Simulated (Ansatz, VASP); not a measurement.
Two plane-wave programs on BN

```
B N
1.0
     0.00000    1.81583    1.66833
     1.81583    0.00000    1.66833
     1.81583    1.81583    0.00000
B N
1 1
Cartesian
  0.0000 0.0000 0.0000
  1.8158 1.8158 1.6683
```

Change from the starting cell: epitaxial_xy strain +4.0%.

Alike in both runs: task single point; functional HSE06; k mesh 8 × 8 × 8; occupations fermi-dirac, width 0.02 eV; no spin polarisation.

|  | VASP | Ansatz |
| --- | --- | --- |
| version | VASP 6.6.1 | Ansatz 0.2.0 |
| potentials or method | VASP PAW PBE potentials, release 64 (B, N) | plane waves, PAW |
| plane-wave cutoff (eV) | 520 | 420 |
| valence electrons in the cell | 8 | 8 |

Ansatz gave:

| Property | Result |
| --- | --- |
| pressure (GPa) | -16.5 |
| traceless stress, the component that is largest in VASP (GPa) | 8.63 |

Estimate VASP's values.

pressure (GPa): -16.3; traceless stress, the component that is largest in VASP (GPa): 8.95.

With one functional, cell and mesh, what is left measures potentials, basis and numerics. Ansatz's warnings: stress exchange threshold loose, stress scf threshold loose.
